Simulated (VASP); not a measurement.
Here is a VASP 6.6.1 calculation.

INCAR

```
SYSTEM = MnF2
PREC = Accurate ; ENCUT = 520
EDIFF = 1E-6 ; ISMEAR = 0
SIGMA = 0.05 ; LREAL = .FALSE.
LASPH = .TRUE. ; NELM = 150
ALGO = Normal ; ISIF = 2
LWAVE = .FALSE. ; LCHARG = .TRUE.
ISPIN = 2 ; MAGMOM = 4.62 -4.62 -0.03 0.03 -0.03 0.03
LORBIT = 11 ; LMAXMIX = 4
LDAU = .TRUE. ; LDAUTYPE = 2
LDAUL = 2 -1 ; LDAUU = 3 0
LDAUJ = 0 0 ; LDAUPRINT = 1
GGA = PS ; LELF = .TRUE.
LVHAR = .TRUE. ; NBANDS = 40
```

The input KPOINTS:

```
Automatic mesh
0
G
  4 4 6
  0 0 0
```

File POSCAR:

```
MnF2
1.0
    4.8733996600      0.0000000000      0.0000000000
    0.0000000000      4.8733996600      0.0000000000
    0.0000000000      0.0000000000      3.3098997700
Mn F
2 4
Direct
    0.0000000000      0.0000000000      0.0000000000
    0.5000000000      0.5000000000      0.5000000000
    0.3050000000      0.3050000000      0.0000000000
    0.1950000000      0.8050000000      0.5000000000
    0.6950000000      0.6950000000      0.0000000000
    0.8050000000      0.1950000000      0.5000000000
```

Potentials or basis: VASP PAW PBE potentials, release 64 (Mn_pv, F).

Run with:

```console
$ cat potpaw_PBE.64/Mn_pv/POTCAR potpaw_PBE.64/F/POTCAR > POTCAR
$ mpirun -np 1 vasp_std > vasp.out
```

(1) Predict the pressure.

(2) What does it give for the net moment?

(3) Estimate the site moments.

(4) Estimate the largest force.

Results:

(1) -0.2 GPa.

(2) 0.00 μB per cell.

(3) Mn +4.64, -4.64; F -0.02, +0.02 (each value once) μB.

(4) 0.017 eV/Å.

Caveat: the PAW data sets were made with another functional, which shifts forces and pressure a little.
